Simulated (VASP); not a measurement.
# RbBr (Pm-3m) in VASP: G0W0 quasiparticle levels with LDA

Aim: the G0W0 quasiparticle levels of RbBr with LDA.

All numbers are computed with VASP 6.6.1; they aren't measurements. Logs are shortened: lines on timing, memory, paths and dates and some standing lists are left out, and cuts for length are marked.

## Step 1: The cell of the first run

Symmetry: Pm-3m, No. 221, cubic system. The conventional cell has a = 4.128 Å, b = 4.128 Å, c = 4.128 Å, α = 90.00°, β = 90.00°, γ = 90.00°. Rb (site symmetry m-3m) has 8 Br at 3.57 Å and 6 Rb at 4.13 Å within 4.7 Å. Within 4.7 Å of Br (site symmetry m-3m) lie 8 Rb at 3.57 Å and 6 Br at 4.13 Å.

## Step 2: G0W0 quasiparticle levels, LDA

POSCAR reads:

```
RbBr
1.0
    4.1279266164      0.0000000000      0.0000000000
    0.0000000000      4.1279266164      0.0000000000
    0.0000000000      0.0000000000      4.1279266164
Rb Br
1 1
Direct
    0.0000000000      0.0000000000      0.0000000000
    0.5000000000      0.5000000000      0.5000000000
```

INCAR.step1 reads:

```
SYSTEM = RbBr
ALGO = Normal
EDIFF = 1E-8
ENCUT = 500
GGA = CA
ISMEAR = 0
LASPH = .True.
LCHARG = .False.
LREAL = .False.
LWAVE = .True.
NELM = 60
PREC = Accurate
SIGMA = 0.01
```

INCAR.step2 reads:

```
SYSTEM = RbBr
ALGO = Exact
EDIFF = 1E-8
ENCUT = 500
GGA = CA
ISMEAR = 0
ISTART = 1
LASPH = .True.
LCHARG = .False.
LOPTICS = .True.
LREAL = .False.
LWAVE = .True.
NBANDS = 272
NELM = 1
PREC = Accurate
SIGMA = 0.01
```

INCAR.step3 reads:

```
SYSTEM = RbBr
ALGO = EVGW0
EDIFF = 1E-8
ENCUT = 500
ENCUTGW = 140.0
GGA = CA
ISMEAR = 0
ISTART = 1
LASPH = .True.
LCHARG = .False.
LREAL = .False.
LWAVE = .False.
NBANDS = 272
NBANDSGW = 16
NELMGW = 1
NOMEGA = 48
PREC = Accurate
PRECFOCK = Fast
SIGMA = 0.01
```

KPOINTS reads:

```
k-points
0
Gamma
  4 4 4
  0 0 0
```

Potentials or basis: VASP PAW LDA potentials, release 64 (Rb_sv_GW, Br_GW).

Run with:

```
$ cat potpaw_LDA.64/Rb_sv_GW/POTCAR potpaw_LDA.64/Br_GW/POTCAR > POTCAR
$ cp INCAR.step1 INCAR
$ mpirun -np 1 vasp_std > vasp.out
$ cp INCAR.step2 INCAR
$ mpirun -np 1 vasp_std > vasp.out
$ cp INCAR.step3 INCAR
$ mpirun -np 1 vasp_std > vasp.out
```

OUTCAR:

```text
SYSTEM = RbBr
   EDIFF = 1E-8
   ENCUT = 500
   ENCUTGW = 140.0
   GGA = CA
   ISMEAR = 0
   ISTART = 1
   LASPH = .True.
   LREAL = .False.
   NELMGW = 1
   PREC = Accurate
   PRECFOCK = Fast

 ion  position               nearest neighbor table
   1  0.000  0.000  0.000-
   2  0.500  0.500  0.500-

  LATTYP: Found a simple cubic cell.
 ALAT       =     4.1279266164

  Lattice vectors:

 A1 = (   4.1279266164,   0.0000000000,   0.0000000000)
 A2 = (   0.0000000000,   4.1279266164,   0.0000000000)
 A3 = (   0.0000000000,   0.0000000000,   4.1279266164)

Analysis of symmetry for initial positions (statically):
=====================================================================
 Subroutine PRICEL returns:
 Original cell was already a primitive cell.

 Routine SETGRP: Setting up the symmetry group for a
 simple cubic supercell.

 Subroutine GETGRP returns: Found 48 space group operations
 (whereof 48 operations were pure point group operations)
 out of a pool of 48 trial point group operations.

The static configuration has the point symmetry O_h .

Analysis of symmetry for dynamics (positions and initial velocities):
=====================================================================
 Subroutine PRICEL returns:
 Original cell was already a primitive cell.

 Routine SETGRP: Setting up the symmetry group for a
 simple cubic supercell.

 Subroutine GETGRP returns: Found 48 space group operations
 (whereof 48 operations were pure point group operations)
 out of a pool of 48 trial point group operations.

The dynamic configuration has the point symmetry O_h .

 Subroutine INISYM returns: Found 48 space group operations
 (whereof 48 operations are pure point group operations),
 and found     1 'primitive' translations

----------------------------------------------------------------------------------------

                                     Primitive cell

  volume of cell :      70.3390

  direct lattice vectors                    reciprocal lattice vectors
     4.127926616  0.000000000  0.000000000     0.242252369  0.000000000  0.000000000
     0.000000000  4.127926616  0.000000000     0.000000000  0.242252369  0.000000000
     0.000000000  0.000000000  4.127926616     0.000000000  0.000000000  0.242252369

  length of vectors
     4.127926616  4.127926616  4.127926616     0.242252369  0.242252369  0.242252369

  position of ions in fractional coordinates (direct lattice)
     0.000000000  0.000000000  0.000000000
     0.500000000  0.500000000  0.500000000

  ion indices of the primitive-cell ions
   primitive index   ion index
                 1           1
                 2           2

----------------------------------------------------------------------------------------

 KPOINTS: k-points

Automatic generation of k-mesh.
 Grid dimensions read from file:
 generate k-points for:    4    4    4

 Generating k-lattice:

  Cartesian coordinates                     Fractional coordinates (reciprocal lattice)
     0.060563092  0.000000000  0.000000000     0.250000000  0.000000000  0.000000000
     0.000000000  0.060563092  0.000000000     0.000000000  0.250000000  0.000000000
     0.000000000  0.000000000  0.060563092     0.000000000  0.000000000  0.250000000

  Length of vectors
     0.060563092  0.060563092  0.060563092

  Shift w.r.t. Gamma in fractional coordinates (k-lattice)
     0.000000000  0.000000000  0.000000000

 Subroutine IBZKPT returns following result:
 ===========================================

 Found     10 irreducible k-points:

 Following reciprocal coordinates:
            Coordinates               Weight
  0.000000  0.000000  0.000000      1.000000
  0.250000  0.000000  0.000000      6.000000
  0.500000  0.000000  0.000000      3.000000
  0.250000  0.250000  0.000000     12.000000
  0.500000  0.250000  0.000000     12.000000
  0.500000  0.500000  0.000000      3.000000
  0.250000  0.250000  0.250000      8.000000
  0.500000  0.250000  0.250000     12.000000
  0.500000  0.500000  0.250000      6.000000
  0.500000  0.500000  0.500000      1.000000
   k-points           NKPTS =     10   k-points in BZ     NKDIM =     64   number of bands    NBANDS=    272
   number of dos      NEDOS =    301   number of ions     NIONS =      2
   total plane-waves  NPLWV =  27000
   dimension x,y,z NGX =    30 NGY =   30 NGZ =   30
   dimension x,y,z NGXF=    60 NGYF=   60 NGZF=   60
   ions per type =               1   1
   NGX,Y,Z   is equivalent  to a cutoff of  12.08, 12.08, 12.08 a.u.
   NGXF,Y,Z  is equivalent  to a cutoff of  24.16, 24.16, 24.16 a.u.
 SYSTEM =  RbBr
   PREC   = accura    normal or accurate (medium, high low for compatibility)
   ISTART =      1    job   : 0-new  1-cont  2-samecut
   ICHARG =      0    charge: 1-file 2-atom 10-const
   ISPIN  =      1    spin polarized calculation?
   LNONCOLLINEAR =      F non collinear calculations
   LSORBIT =      F    spin-orbit coupling
   LASPH  =      T    aspherical Exc in radial PAW
   ENCUT  =  500.0 eV  36.75 Ry    6.06 a.u.   7.53  7.53  7.53*2*pi/ulx,y,z
   NELM   =     60;   NELMIN=  2; NELMDL=  0     # of ELM steps
   EDIFF  = 0.1E-07   stopping-criterion for ELM
   LREAL  =      F    real-space projection
   EDIFFG = 0.1E-06   stopping-criterion for IOM
   NSW    =      0    number of steps for IOM
   IBRION =     -1    ionic relax: 0-MD 1-quasi-New 2-CG
   NFREE  =      0    steps in history (QN), initial steepest desc. (CG)
   ISIF   =      0    stress and relaxation
   ISYM   =      3    0-nonsym 1-usesym 2-fastsym
   POTIM  = 0.5000    time-step for ionic-motion
   TEBEG  =    0.0;   TEEND  =   0.0 temperature during run
   PSTRESS=    0.0 pullay stress
   NELECT =      16.0000    total number of electrons
   NUPDOWN=      -1.0000    fix difference up-down
   EMIN   =  10.00;   EMAX   =-10.00  energy-range for DOS
   EFERMI =   0.00;   METHOD = LEGACY
   ISMEAR =     0;   SIGMA  =   0.01  broadening in eV -4-tet -1-fermi 0-gaus
   EFERMI_NEDOS =   21; number of points for ismear=-14 and -15
   IALGO  =     38    algorithm
   IMIX   =      4    mixing-type and parameters
     AMIX     =   0.40;   BMIX     =  1.00
     AMIX_MAG =   1.60;   BMIX_MAG =  1.00
  volume/ion in A,a.u.               =      35.17       237.34
  Fermi-wavevector in a.u.,A,eV,Ry     =   0.999347  1.888491 13.588055  0.998694
  Thomas-Fermi vector in A             =   2.131631
   LORBIT       =      0    0 simple, 1 ext, 2 COOP (PROOUT), +10 PAW based schemes
   GGA     = CA    functional components
   LHFCALC =     T    Hartree Fock is set to
   PRECFOCK=fast      Normal, Fast or Accurate (Low or Medium for compatibility)
   ENCUT4O =  -1.0   cutoff for four orbital integrals eV
   NKREDX  =     1    reduce k-point grid by
   NKREDY  =     1    reduce k-point grid by
   NKREDZ  =     1    reduce k-point grid by
   AEXX    =    1.0000 exact exchange contribution
   HFSCREEN=    0.0000 screening length (either q_TF or 0.3 A-1)
   HFSCREENC=   0.0000 screening length for correlation (either q_TF or 0.3 A-1)
   ENCUTFOCK=  -1.0 apply spherical cutoff to Coloumb kernel
   IVDW    =     0    specifies the selected vdW correction
   LEPSILON=     F    determine dielectric tensor
   LRPA    =     F    only Hartree local field effects (RPA)
   LRPAFORCE           =     F    calculate RPA forces
   ENCUTGW             = 140.0    cutoff for response function in eV
   ENCUTGWSOFT         = 112.0    soft cutoff for Coulomb kernel in GW response function in eV
   ENCUTLF             =  -1.0    cutoff for local field effects
   NELMGW              =     1    number of iterations in solving QP/BSE equation
   NELMHF              =     1    number of iterations in the inner HF iteration
   NKREDLFX            =     1    NKREDLFY  =   1   NKREDLFZ  =   1
 non-spin polarized calculation
 Gauss-broadening in eV      SIGMA  =   0.01
  energy-cutoff  :      500.00
  volume of cell :       70.34
 maximum number of plane-waves:      1803
  NGX = 18; NGY = 18; NGZ = 18
   NGX = 15   NGY = 15   NGZ = 15
 maximum number of plane-waves:       280
 NGX is ok and might be reduce to    18

 QP shifts <psi_nk| G(iteration)W_0 |psi_nk>: iteration 1
 for sc-GW calculations column KS-energies equals QP-energies in previous step
 and V_xc(KS)=  KS-energies - (<T + V_ion + V_H > + <T+V_H+V_ion>^1  + <V_x>^1)

 k-point   1 :       0.0000    0.0000    0.0000
  band No.  KS-energies  QP-energies   sigma(KS)   V_xc(KS)     V^pw_x(r,r')   Z            occupation Imag(sigma)

      1     -25.1171     -26.6404     -18.6673     -16.4686     -26.8589       0.6928       2.0000       1.2161
      2     -12.8088     -14.0371     -15.8382     -14.0509     -22.0975       0.6872       2.0000       1.2913
      3      -9.1587     -11.5916     -18.3138     -15.2706     -20.8259       0.7994       2.0000       0.1330
      4      -9.1587     -11.5916     -18.3138     -15.2706     -20.8259       0.7994       2.0000       0.1330
      5      -9.1587     -11.5916     -18.3138     -15.2706     -20.8259       0.7994       2.0000       0.1330
      6      -0.3208      -1.8670     -14.7752     -12.8115     -16.4060       0.7874       2.0000       0.1002
[... 8 lines left out ...]
     15      12.3730      13.7160      -7.7116      -9.3659      -3.7395       0.8118       0.0000      -0.1925
     16      12.3730      13.7160      -7.7116      -9.3659      -3.7395       0.8118       0.0000      -0.1925

 k-point   2 :       0.2500    0.0000    0.0000
  band No.  KS-energies  QP-energies   sigma(KS)   V_xc(KS)     V^pw_x(r,r')   Z            occupation Imag(sigma)

      1     -25.1063     -26.6301     -18.6794     -16.4824     -26.8684       0.6936       2.0000       1.2099
      2     -12.8051     -14.0437     -15.8501     -14.0429     -22.0711       0.6854       2.0000       1.2649
      3      -9.2378     -11.6443     -18.1882     -15.1742     -20.7265       0.7985       2.0000       0.1394
      4      -9.1335     -11.5693     -18.3513     -15.3107     -20.8542       0.8011       2.0000       0.1292
      5      -9.1335     -11.5693     -18.3513     -15.3107     -20.8542       0.8011       2.0000       0.1292
      6      -1.2779      -2.8283     -13.6285     -11.6365     -15.3275       0.7783       2.0000       0.1103
[... 8 lines left out ...]
     15      10.0752      11.1764      -6.7523      -8.1062      -3.0181       0.8134       0.0000      -0.1424
     16      12.0671      13.2755      -7.6989      -9.2127      -3.5834       0.7983       0.0000      -0.2217

 k-point   3 :       0.5000    0.0000    0.0000
  band No.  KS-energies  QP-energies   sigma(KS)   V_xc(KS)     V^pw_x(r,r')   Z            occupation Imag(sigma)

      1     -25.0955     -26.6220     -18.6916     -16.4963     -26.8779       0.6953       2.0000       1.2036
      2     -12.8044     -14.0542     -15.8585     -14.0289     -22.0368       0.6831       2.0000       1.2374
      3      -9.3041     -11.6791     -18.0923     -15.1110     -20.6616       0.7966       2.0000       0.1463
      4      -9.1080     -11.5462     -18.3897     -15.3520     -20.8829       0.8026       2.0000       0.1252
      5      -9.1080     -11.5462     -18.3897     -15.3520     -20.8829       0.8026       2.0000       0.1252
      6      -1.9609      -3.5726     -13.1709     -11.0895     -15.0418       0.7743       2.0000       0.1280
[... 114 lines left out ...]
      1     -25.0663     -26.6062     -18.7289     -16.5314     -26.9026       0.7007       2.0000       1.1963
      2     -12.5634     -13.7770     -16.0562     -14.2970     -22.2249       0.6898       2.0000       1.2181
      3      -9.4433     -11.8732     -17.9403     -14.8800     -20.4895       0.7940       2.0000       0.1422
      4      -9.4433     -11.8732     -17.9403     -14.8800     -20.4895       0.7940       2.0000       0.1422
      5      -9.2392     -11.6760     -18.2172     -15.1728     -20.7226       0.8004       2.0000       0.1270
      6      -1.3928      -3.0144     -13.9343     -11.8493     -15.7643       0.7778       2.0000       0.1175
[... 8 lines left out ...]
     15      11.6046      13.3210      -8.3931     -10.5257      -4.2882       0.8049       0.0000      -0.1874
     16      11.8294      13.7431      -9.0627     -11.4464      -4.9494       0.8028       0.0000      -0.1874

 k-point  10 :       0.5000    0.5000    0.5000
  band No.  KS-energies  QP-energies   sigma(KS)   V_xc(KS)     V^pw_x(r,r')   Z            occupation Imag(sigma)

      1     -25.0569     -26.5954     -18.7411     -16.5425     -26.9104       0.6998       2.0000       1.1933
      2     -12.5090     -13.7149     -16.1089     -14.3558     -22.2560       0.6879       2.0000       1.2024
      3      -9.3975     -11.8295     -18.0190     -14.9658     -20.5427       0.7965       2.0000       0.1301
      4      -9.3975     -11.8295     -18.0190     -14.9658     -20.5427       0.7965       2.0000       0.1301
      5      -9.3975     -11.8295     -18.0190     -14.9658     -20.5427       0.7965       2.0000       0.1301
      6      -1.5461      -3.1659     -13.6443     -11.5547     -15.4901       0.7752       2.0000       0.1204
[... 8 lines left out ...]
     15      11.9281      13.8678      -9.1489     -11.5633      -5.0228       0.8034       0.0000      -0.1918
     16      11.9281      13.8678      -9.1489     -11.5633      -5.0228       0.8034       0.0000      -0.1918
```

It took 8.2 min on 1 thread of Intel Xeon Platinum 8488C (Sapphire Rapids), shared host; peak memory 1 GiB.

Results:

```yaml
Band_gap_on_the_k_mesh_mean-field_level: 3.68 eV, indirect (least direct gap 3.83 eV)
Quasiparticle_gap: 6.28 eV
Least_direct_quasiparticle_gap: 6.45 eV
```

Levels at points of the mesh, in eV from the valence-band top:
```
           k point  band 4  band 5  band 6  band 7  band 8  band 9  band 10  band 11  band 12
(0.00, 0.00, 0.00)   -9.00   -9.00   -0.16   -0.16   -0.16    3.68     5.31     5.31     9.80
(0.50, 0.00, 0.00)   -8.95   -8.95   -1.80   -0.24   -0.24    6.61     6.76     7.33     8.46
(0.50, 0.50, 0.00)   -9.33   -8.91   -1.08   -1.08    0.00    4.99     5.95     7.77     7.77
(0.50, 0.50, 0.50)   -9.23   -9.23   -1.38   -1.38   -1.38    7.94     7.94     7.94     9.16
```

Caveat: bands, screening cutoff and mesh are small and nothing is extrapolated, so the quasiparticle values aren't converged. A k mesh can miss the band edges.
